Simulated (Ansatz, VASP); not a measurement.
## One calculation of LiNbO3, two programs

```xyz
10
Lattice="2.5560 1.4757 4.8006 -2.5560 1.4757 4.8006 0.0000 -2.9514 4.8006" Properties=species:S:1:pos:R:3 pbc="T T T"
Li    0.0000    0.0000    3.6004
Li    0.0000    0.0000   10.8013
Nb    0.0000    0.0000    0.0000
Nb    0.0000    0.0000    7.2009
O    -0.4649   -1.4757    6.0007
O     1.5104    0.3352    6.0007
O    -1.0455    1.1405    6.0007
O     0.4649    1.4757    8.4010
O    -1.5104   -0.3352    8.4010
O     1.0455   -1.1405    8.4010
```

Alike in both runs: task single point; functional PBE; k mesh 6 × 6 × 6; occupations gaussian, width 0.05 eV; no spin polarisation.

|  | VASP | Ansatz |
| --- | --- | --- |
| version | VASP 6.6.1 | Ansatz 0.2.0 |
| potentials or method | VASP PAW PBE potentials, release 64 (Li_sv, Nb_sv, O), cutoff 520 eV | scalar-relativistic, plane waves, PAW |
| valence electrons in the cell | 68 | 68 |

VASP gave:

```
gap on the k mesh at the Fermi level (eV) : 2.28
least direct gap on the mesh (eV)         : 2.35
rms of the force components (eV/Å)        : 0.440
```

Q: What did Ansatz give for the same quantities?

A: gap on the k mesh at the Fermi level (eV): 2.30; least direct gap on the mesh (eV): 2.37; rms of the force components (eV/Å): 0.447.

Atom by atom the forces differ by 0.007 eV/Å (rms over components).

Noted on VASP's run: the cutoff is under 1.25 times that of the potentials, so the pressure is a little rough.
